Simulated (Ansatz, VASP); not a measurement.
## SnSe in VASP and in Ansatz

The input INCAR:

```
SYSTEM = SnSe
ALGO = Normal
EDIFF = 1E-6
ENCUT = 520
ISIF = 2
ISMEAR = 0
LASPH = .True.
LCHARG = .False.
LREAL = .False.
LWAVE = .False.
NBANDS = 28
NELM = 60
PREC = Accurate
SIGMA = 0.05
```

Contents of KPOINTS:

```
k-points
0
Gamma
  6 6 4
  0 0 0
```

File POSCAR:

```
SnSe
1.0
    4.1270504543      0.0000000000      0.0000000000
    0.0000000000      4.1270504543      0.0000000000
    0.0000000000      0.0000000000     10.6502342162
Sn Se
2 2
Direct
    0.5000000000      0.0000000000      0.3781633345
    0.0000000000      0.5000000000      0.6218366655
    0.5000000000      0.0000000000      0.6217782147
    0.0000000000      0.5000000000      0.3782217853
```

Input for Ansatz:

```yaml
crystal:
  lattice:
    - [4.1270504543, 0.0, 0.0]
    - [0.0, 4.1270504543, 0.0]
    - [0.0, 0.0, 10.6502342162]
  atoms:
    - { symbol: Sn, position: [0.5, 0.0, 0.3781633345] }
    - { symbol: Sn, position: [0.0, 0.5, 0.6218366655] }
    - { symbol: Se, position: [0.5, 0.0, 0.6217782147] }
    - { symbol: Se, position: [0.0, 0.5, 0.3782217853] }
basis:
  ecutwfc: 420
kpoints:
  mp_grid: { grid: [6, 6, 4] }
hamiltonian:
  xc: lda
scf:
  occupations: { method: gaussian, width: 0.05 }
output:
  forces: true
  stress: true
  eigenvalues: true
```

Change from the starting cell: strain -0.015 along x and y, -0.030 along z, atoms carried along.

Alike in both runs: task single point; functional LDA; k mesh 6 × 6 × 4; occupations gaussian, width 0.05 eV; no spin polarisation.

|  | VASP | Ansatz |
| --- | --- | --- |
| version | VASP 6.6.1 | Ansatz 0.2.0 |
| potentials or method | VASP PAW LDA potentials, release 64 (Sn_d, Se), cutoff 520 eV | scalar-relativistic, plane waves, PAW |
| valence electrons in the cell | 40 | 60 |

|  | VASP | Ansatz | Ansatz less VASP |
| --- | --- | --- | --- |
| gap on the k mesh at the Fermi level (eV) | 1.36 | 1.38 | +0.020 |
| least direct gap on the mesh (eV) | 1.36 | 1.38 | +0.020 |
| rms of the force components (eV/Å) | 0.340 | 0.323 | -0.0176 |

LDA's correlation is that of Perdew and Zunger in VASP and of Perdew and Wang (1992) in Ansatz. Atom by atom the forces differ by 0.018 eV/Å (rms over components). VASP's potentials hold 40 valence electrons a cell and Ansatz's 60, so a difference there can come from the potentials and not from the codes.
